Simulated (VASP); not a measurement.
## AsP: single point with LDA

AsP:

```
P As
1.0
     1.84263    1.06384    3.32627
    -1.84263    1.06384    3.32627
     0.00000   -2.12769    3.32627
P As
1 1
Direct
  0.77252 0.77252 0.77252
  0.22748 0.22748 0.22748
```

```yaml
Program: VASP 6.6.1
Task: single point
Functional: LDA
Potentials_or_basis: VASP PAW LDA potentials, release 64 (P, As)
Cutoff: 500 eV
k_mesh: 6 × 6 × 6
Occupations: fermi-dirac, width 0.1 eV
Spin: non-collinear spin, zero start, spin-orbit coupling
Starting_moments: "[[0.0, 0.0, 0.0], [0.0, 0.0, 0.0]] μB"
```

The pressure is -4.9 GPa, the largest force is 0.193 eV/Å and the net moment is 0.00 μB per cell. The valence electrons inside the program's atomic spheres are P 2.41; As 2.70.

Forces in eV/Å, atoms in the order of the input:
```
P    0.000  0.000  0.193
As   0.000  0.000 -0.193
```

Stress tensor (GPa, compression positive):
```
-5.19  0.00  0.00
 0.00 -5.19  0.00
 0.00  0.00 -4.32
```

Moments on the atoms (μB; x, y, z):
```
P   0.00 0.00 0.00
As  0.00 0.00 0.00
```

Run time: 2.1 min on 1 thread of Intel Xeon 8259CL, with other jobs on the host, peak memory 0.27 GiB.

Caveat: the cell stands under tension.
